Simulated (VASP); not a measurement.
Hg, 2 atoms in the cell. The structure is hexagonal, space group P6_3/mmc (No. 194). Conventional cell: a = 3.172 Å, b = 3.172 Å, c = 5.399 Å, α = 90.00°, β = 90.00°, γ = 120.00°. Hg (site symmetry -6m2) has 12 Hg at 3.17 to 3.26 Å within 4.2 Å. 

```yaml
Program: VASP 6.6.1
Task: single point
Functional: PBEsol
Dispersion: D3(BJ)
Potentials_or_basis: VASP PAW PBE potentials, release 64 (Hg)
Cutoff: 520 eV
k_mesh: 18 × 18 × 10
Occupations: gaussian, width 0.15 eV
Spin: no spin polarisation
Dipole_correction: no
Further_INCAR_settings: ALGO = Fast; EDIFF = 1e-06; NBANDS = 19
```

Potentials or basis: VASP PAW PBE potentials, release 64 (Hg).

Run with:

```sh
$ cat potpaw_PBE.64/Hg/POTCAR > POTCAR
$ mpirun -np 1 vasp_std > vasp.out
```

Hardware: 1 thread of Oxide Virtual Turin-like Processor, with other jobs on the host.

Q: Estimate the wall time of this run.

A: Run time: 2.2 min on 1 thread of Oxide Virtual Turin-like Processor, with other jobs on the host, peak memory 0.25 GiB. Counts: scf iterations 11, k points 222.
